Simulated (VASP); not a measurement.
# GeSb4Te4 (P3m1) in VASP: notebook

Runs on GeSb4Te4. Level: PBE. Tasks: single point.

Everything below comes from runs of VASP 6.6.1. Logs are shortened: lines on timing, memory, paths and dates and some standing lists are left out, and cuts for length are marked.

**1. The cell of the first run**

The structure is trigonal, space group P3m1 (No. 156). The conventional cell has a = 4.330 Å, b = 4.330 Å, c = 18.149 Å, α = 90.00°, β = 90.00°, γ = 120.00°. Ge (site symmetry 3m) has 6 Te at 3.01 Å within 4.0 Å. Within 3.9 Å of Sb (site symmetry 3m) lie 3 Sb at 2.94 Å. Sb (site symmetry 3m) has 3 Sb at 2.94 Å and 3 Te at 3.64 Å within 3.9 Å. Sb (site symmetry 3m) has 6 Te at 3.03 to 3.21 Å within 4.0 Å. Sb (site symmetry 3m) has 6 Te at 3.03 to 3.21 Å within 4.0 Å. Within 4.0 Å of Te (site symmetry 3m) lie 3 Ge at 3.01 Å and 3 Sb at 3.21 Å. Te (site symmetry 3m) has 3 Ge at 3.01 Å and 3 Sb at 3.21 Å within 4.0 Å. Te (site symmetry 3m) has 3 Sb at 3.03 Å within 4.0 Å.

**2. Single point, PBE**

Contents of INCAR:

```
SYSTEM = GeSb4Te4
ALGO     = Normal         ! electronic algorithm
EDIFF    = 1E-7           ! SCF threshold, eV
ENCUT    = 520            ! plane-wave cutoff, eV
GGA      = PE             ! functional
ISIF     = 2              ! what is computed and relaxed
ISMEAR   = 0              ! smearing method
LASPH    = .TRUE.         ! aspherical terms in the spheres
LCHARG   = .FALSE.        ! write CHGCAR
LREAL    = .FALSE.        ! projectors in reciprocal space
LWAVE    = .FALSE.        ! write WAVECAR
NBANDS   = 39             ! bands
NELM     = 100            ! most SCF steps
PREC     = Accurate       ! precision mode
SIGMA    = 0.03           ! smearing width, eV
```

Contents of KPOINTS:

```
k-points
0
G
  9 9 2
  0 0 0
```

Contents of POSCAR:

```
GeSb4Te4
1.0
   -4.3299846501      0.0000000000      0.0000000000
   -2.1649923251     -3.7498767050      0.0000000000
    0.0000000000      0.0000000000     18.1486093019
Ge Sb Te
1 4 4
Direct
    0.0000000000      0.0000000000      0.3704547055
    0.3333333333      0.3333333333      0.8995637972
    0.6666666667      0.6666666667      0.8137952934
    0.6666666667      0.6666666667      0.1669874553
    0.3333333333      0.3333333333      0.5739219556
    0.3333333333      0.3333333333      0.2776037309
    0.6666666667      0.6666666667      0.4633056801
    1.0000000000      1.0000000000      0.0728527342
    0.0000000000      0.0000000000      0.6680566767
```

Potentials or basis: VASP PAW PBE potentials, release 64 (Ge_d, Sb, Te).

Launch:

```
$ cat potpaw_PBE.64/Ge_d/POTCAR potpaw_PBE.64/Sb/POTCAR potpaw_PBE.64/Te/POTCAR > POTCAR
$ mpirun -np 1 vasp_std > vasp.out
```

OUTCAR:

```text
SYSTEM = GeSb4Te4
   EDIFF = 1E-7
   ENCUT = 520
   GGA = PE
   ISIF = 2
   ISMEAR = 0
   LASPH = .TRUE.
   LREAL = .FALSE.
   NELM = 100
   PREC = Accurate

 ion  position               nearest neighbor table
   1  0.000  0.000  0.370-   7 3.01   6 3.01   7 3.01   6 3.01   7 3.01   6 3.01
   2  0.333  0.333  0.900-   3 2.94   3 2.94   3 2.94
   3  0.667  0.667  0.814-   2 2.94   2 2.94   2 2.94   9 3.64   9 3.64   9 3.64
   4  0.667  0.667  0.167-   8 3.03   8 3.03   8 3.03   6 3.21   6 3.21   6 3.21
   5  0.333  0.333  0.574-   9 3.03   9 3.03   9 3.03   7 3.21   7 3.21   7 3.21
   6  0.333  0.333  0.278-   1 3.01   1 3.01   1 3.01   4 3.21   4 3.21   4 3.21
   7  0.667  0.667  0.463-   1 3.01   1 3.01   1 3.01   5 3.21   5 3.21   5 3.21
   8  0.000  0.000  0.073-   4 3.03   4 3.03   4 3.03
   9  0.000  0.000  0.668-   5 3.03   5 3.03   5 3.03   3 3.64   3 3.64   3 3.64

  LATTYP: Found a hexagonal cell.
 ALAT       =     4.3299846501
 C/A-ratio  =     4.1913795933

  Lattice vectors:

 A1 = (   2.1649923251,   3.7498767050,   0.0000000000)
 A2 = (  -4.3299846501,   0.0000000000,   0.0000000000)
 A3 = (   0.0000000000,   0.0000000000,  18.1486093019)

Analysis of symmetry for initial positions (statically):
=====================================================================
 Subroutine PRICEL returns:
 Original cell was already a primitive cell.

 Routine SETGRP: Setting up the symmetry group for a
 hexagonal supercell.

 Subroutine GETGRP returns: Found  6 space group operations
 (whereof  6 operations were pure point group operations)
 out of a pool of 24 trial point group operations.

The static configuration has the point symmetry C_3v.

Analysis of symmetry for dynamics (positions and initial velocities):
=====================================================================
 Subroutine PRICEL returns:
 Original cell was already a primitive cell.

 Routine SETGRP: Setting up the symmetry group for a
 hexagonal supercell.

 Subroutine GETGRP returns: Found  6 space group operations
 (whereof  6 operations were pure point group operations)
 out of a pool of 24 trial point group operations.

The dynamic configuration has the point symmetry C_3v.

 Subroutine INISYM returns: Found  6 space group operations
 (whereof  6 operations are pure point group operations),
 and found     1 'primitive' translations

[... 113 lines left out ...]
   ISIF   =      2    stress and relaxation
   ISYM   =      2    0-nonsym 1-usesym 2-fastsym
   POTIM  = 0.5000    time-step for ionic-motion
   TEBEG  =    0.0;   TEEND  =   0.0 temperature during run
   PSTRESS=    0.0 pullay stress
   NELECT =      58.0000    total number of electrons
   NUPDOWN=      -1.0000    fix difference up-down
   EMIN   =  10.00;   EMAX   =-10.00  energy-range for DOS
   EFERMI =   0.00;   METHOD = LEGACY
   ISMEAR =     0;   SIGMA  =   0.03  broadening in eV -4-tet -1-fermi 0-gaus
   EFERMI_NEDOS =   21; number of points for ismear=-14 and -15
   IALGO  =     38    algorithm
   IMIX   =      4    mixing-type and parameters
     AMIX     =   0.40;   BMIX     =  1.00
     AMIX_MAG =   1.60;   BMIX_MAG =  1.00
  volume/ion in A,a.u.               =      32.74       220.95
  Fermi-wavevector in a.u.,A,eV,Ry     =   0.952289  1.799565 12.338493  0.906854
  Thomas-Fermi vector in A             =   2.080838
   LORBIT       =      0    0 simple, 1 ext, 2 COOP (PROOUT), +10 PAW based schemes
   GGA     = PE    functional components
   LHFCALC =     F    Hartree Fock is set to
   AEXX    =    0.0000 exact exchange contribution
   IVDW    =     0    specifies the selected vdW correction
   LEPSILON=     F    determine dielectric tensor
   LRPA    =     F    only Hartree local field effects (RPA)
 non-spin polarized calculation
 Gauss-broadening in eV      SIGMA  =   0.03
  energy-cutoff  :      520.00
  volume of cell :      294.68
 maximum number of plane-waves:      7966
   NGX = 17   NGY = 17   NGZ = 67

 number of electron      57.9999991 magnetization

 Free energy of the ion-electron system (eV)
  ---------------------------------------------------
  ext. energy  EPLUGINS =         0.00000000
  ---------------------------------------------------
  free energy    TOTEN  =       -34.36801890 eV

  energy without entropy =      -34.36801801  energy(sigma->0) =      -34.36801846

 E-fermi :   6.0798     XC(G=0):  -9.1121

 val. band max:        6.0093556505   @ k =   0.0000   0.0000   0.0000
 cond. band min:       6.1602235507   @ k =   0.4444  -0.0000   0.5000
 fundamental gap:      0.1508679001
 Fermi energy:         6.0797940937

 k-point     1 :       0.0000    0.0000    0.0000
  band No.  band energies     occupation
      1     -19.1036      2.00000
      2     -19.1036      2.00000
      3     -19.0983      2.00000
      4     -19.0980      2.00000
      5     -19.0980      2.00000
      6      -7.1530      2.00000
[... 997 lines left out ...]
     38       9.5809      0.00000
     39      10.2070      0.00000

------------------------ aborting loop because EDIFF is reached ----------------------------------------

  FORCE on cell =-STRESS in cart. coord.  units (eV):
  Direction    XX          YY          ZZ          XY          YZ          ZX
  --------------------------------------------------------------------------------------
  -------------------------------------------------------------------------------------
  Total       -0.6163921     -0.6163921     -0.4590070     -0.0000000      0.0000000      0.0000000
  in kB       -3.3513588     -3.3513588     -2.4956472     -0.0000000      0.0000000      0.0000000
  external PRESSURE =      -3.0661216 kB  Pullay stress =       0.0000000 kB

 VOLUME and BASIS-vectors are now :
 -----------------------------------------------------------------------------
  energy-cutoff  :      520.00
  volume of cell :      294.68
      direct lattice vectors                 reciprocal lattice vectors
    -4.329984650  0.000000000  0.000000000    -0.230947701  0.133337717  0.000000000
    -2.164992325 -3.749876705  0.000000000     0.000000000 -0.266675435  0.000000000
     0.000000000  0.000000000 18.148609302     0.000000000  0.000000000  0.055100641

 POSITION                                       TOTAL-FORCE (eV/Angst)
 -----------------------------------------------------------------------------------
      0.00000      0.00000      6.72324         0.000000      0.000000     -0.011789
     -2.16499     -1.24996     16.32583         0.000000     -0.000000      0.096300
     -4.32998     -2.49992     14.76925         0.000000      0.000000     -0.030742
     -4.32998     -2.49992      3.03059         0.000000      0.000000     -0.047797
     -2.16499     -1.24996     10.41589        -0.000000     -0.000000     -0.027544
     -2.16499     -1.24996      5.03812        -0.000000      0.000000     -0.010995
     -4.32998     -2.49992      8.40835        -0.000000     -0.000000      0.030909
      0.00000      0.00000      1.32218         0.000000      0.000000     -0.022870
      0.00000      0.00000     12.12430         0.000000     -0.000000      0.024529
 -----------------------------------------------------------------------------------
    total drift:                                0.000000      0.000000      0.000369

  FREE ENERGIE OF THE ION-ELECTRON SYSTEM (eV)
  ---------------------------------------------------
  free  energy   TOTEN  =       -34.3680189041 eV

  energy  without entropy=      -34.3680180087  energy(sigma->0) =      -34.36801846
```

OSZICAR:

```text
N       E                     dE             d eps       ncg     rms          rms(c)
DAV:   1     0.425347115433E+03    0.42535E+03   -0.21362E+04  2117   0.157E+03
DAV:   2     0.258354985024E+02   -0.39951E+03   -0.38406E+03  2128   0.361E+02
DAV:   3    -0.314698926755E+02   -0.57305E+02   -0.55677E+02  2315   0.115E+02
DAV:   4    -0.344667827621E+02   -0.29969E+01   -0.29670E+01  2245   0.306E+01
DAV:   5    -0.345655028523E+02   -0.98720E-01   -0.98519E-01  2667   0.574E+00    0.980E+00
DAV:   6    -0.343557525437E+02    0.20975E+00   -0.36852E-01  2533   0.271E+00    0.652E+00
DAV:   7    -0.343818603517E+02   -0.26108E-01   -0.36388E-01  2285   0.218E+00    0.849E-01
DAV:   8    -0.343694320695E+02    0.12428E-01   -0.10308E-01  2275   0.149E+00    0.705E-01
DAV:   9    -0.343675193907E+02    0.19127E-02   -0.26922E-02  2209   0.646E-01    0.487E-01
DAV:  10    -0.343679861093E+02   -0.46672E-03   -0.65370E-03  2399   0.329E-01    0.221E-01
DAV:  11    -0.343680756783E+02   -0.89569E-04   -0.26441E-03  2433   0.217E-01    0.780E-02
DAV:  12    -0.343680046866E+02    0.70992E-04   -0.67766E-04  2516   0.117E-01    0.388E-02
DAV:  13    -0.343680174795E+02   -0.12793E-04   -0.11610E-04  2344   0.495E-02    0.208E-02
DAV:  14    -0.343680190665E+02   -0.15870E-05   -0.29990E-05  2191   0.212E-02    0.142E-02
DAV:  15    -0.343680191538E+02   -0.87340E-07   -0.41610E-06  2337   0.983E-03    0.793E-03
DAV:  16    -0.343680190344E+02    0.11947E-06   -0.24483E-06  2321   0.568E-03    0.407E-03
DAV:  17    -0.343680189042E+02    0.13020E-06   -0.40915E-07  2214   0.242E-03    0.328E-03
DAV:  18    -0.343680189041E+02    0.85493E-10   -0.70403E-08  1265   0.112E-03
   1 F= -.34368019E+02 E0= -.34368018E+02  d E =-.895402E-06
```

stdout:

```text
POSCAR found type information on POSCAR GeSbTe
 POSCAR found :  3 types and       9 ions
 scaLAPACK will be used
 LDA part: xc-table for (Slater+PW92), standard interpolation
 POSCAR, INCAR and KPOINTS ok, starting setup
 FFT: planning ... GRIDC
 FFT: planning ... GRID_SOFT
 FFT: planning ... GRID
 WAVECAR not read
 entering main loop
```

Run time: 8.1 min. Hardware: 1 thread of Oxide Virtual Turin-like, shared host; peak memory 0.5 GiB.

What came out:

* Free energy: -34.3680 eV
* Pressure: -0.3 GPa
* Largest force: 0.096 eV/Å
* Band gap on the k mesh: 0.15 eV, indirect (least direct gap 0.19 eV)

Forces on the atoms (eV/Å):
```
Ge   0.000  0.000 -0.012
Sb   0.000  0.000  0.096
Sb   0.000  0.000 -0.031
Sb   0.000  0.000 -0.048
Sb   0.000  0.000 -0.028
Te   0.000  0.000 -0.011
Te   0.000  0.000  0.031
Te   0.000  0.000 -0.023
Te   0.000  0.000  0.025
```

Levels at points of the mesh, in eV from the valence-band top:
| k point | band 25 | band 26 | band 27 | band 28 | band 29 | band 30 | band 31 | band 32 | band 33 | band 34 |
| --- | --- | --- | --- | --- | --- | --- | --- | --- | --- | --- |
| (0.00, 0.00, 0.00) | -1.29 | -1.23 | -1.15 | -1.15 | 0.00 | 0.19 | 0.19 | 0.31 | 0.80 | 0.80 |
| (0.00, 0.00, 0.50) | -1.53 | -1.16 | -1.16 | -1.06 | -0.10 | 0.23 | 0.23 | 0.50 | 0.68 | 0.72 |

Caveat: spin-orbit coupling is left out, which moves the levels of the heavy elements; this functional lacks dispersion, which binds the layers, so the pressure and a relaxed spacing across them are unreliable.

**3. Single point, PBE**

This run uses another cell than the first one, of 33.19 Å³/atom, 1.014 times its volume.

Contents of INCAR:

```
SYSTEM = GeSb4Te4
PREC = Accurate ; ENCUT = 520
EDIFF = 1E-7 ; ISMEAR = 0
SIGMA = 0.03 ; LREAL = .False.
LASPH = .True. ; NELM = 60
ALGO = Normal ; ISIF = 2
LWAVE = .False. ; LCHARG = .False.
GGA = PE ; NBANDS = 39
```

Contents of KPOINTS:

```
regular mesh
0
Gamma
  9 9 2
  0 0 0
```

Contents of POSCAR:

```
GeSb4Te4
1.0
   -4.3299846501      0.0000000000      0.0000000000
   -2.1649923251     -3.7498767050      0.0000000000
    0.0000000000      0.0000000000     18.3986093019
Ge Sb Te
1 4 4
Direct
    0.0000000000      0.0000000000      0.3654209730
    0.3333333333      0.3333333333      0.8873405392
    0.6666666667      0.6666666667      0.8027374563
    0.6666666667      0.6666666667      0.1647184325
    0.3333333333      0.3333333333      0.5661235135
    0.3333333333      0.3333333333      0.2738316559
    0.6666666667      0.6666666667      0.4570102901
    1.0000000000      1.0000000000      0.0718628125
    0.0000000000      0.0000000000      0.6589791336
```

Potentials or basis: VASP PAW PBE potentials, release 64 (Ge_d, Sb, Te).

Launch:

```
$ cat potpaw_PBE.64/Ge_d/POTCAR potpaw_PBE.64/Sb/POTCAR potpaw_PBE.64/Te/POTCAR > POTCAR
$ mpirun -np 1 vasp_std > vasp.out
```

It took 9.3 min on 1 thread of Oxide Virtual Turin-like, shared host; peak memory 0.51 GiB.

Results (log left out):

```
Free energy            : -34.3476 eV
Pressure               : -0.4 GPa
Largest force          : 0.092 eV/Å
Band gap on the k mesh : 0.17 eV, indirect (least direct gap 0.20 eV)
```

Forces on the atoms (eV/Å):
```
Ge   0.000  0.000 -0.016
Sb   0.000  0.000  0.092
Sb   0.000  0.000 -0.034
Sb   0.000  0.000 -0.072
Sb   0.000  0.000 -0.028
Te   0.000  0.000 -0.007
Te   0.000  0.000  0.035
Te   0.000  0.000  0.003
Te   0.000  0.000  0.027
```

Stress tensor (GPa, compression positive):
```
-0.43  0.00  0.00
 0.00 -0.43  0.00
 0.00  0.00 -0.25
```

Levels at points of the mesh, in eV from the valence-band top:
```csv
k point,band 27,band 28,band 29,band 30,band 31,band 32
"(0.00, 0.00, 0.00)",-1.15,-1.15,0.00,0.20,0.20,0.20
"(0.00, 0.00, 0.50)",-1.15,-1.06,-0.11,0.23,0.23,0.38
```

Caveat: spin-orbit coupling is left out, which moves the levels of the heavy elements; this functional lacks dispersion, which binds the layers, so the pressure and a relaxed spacing across them are unreliable. A k mesh can miss the band edges.

(Part 1 of 2 ends here.)
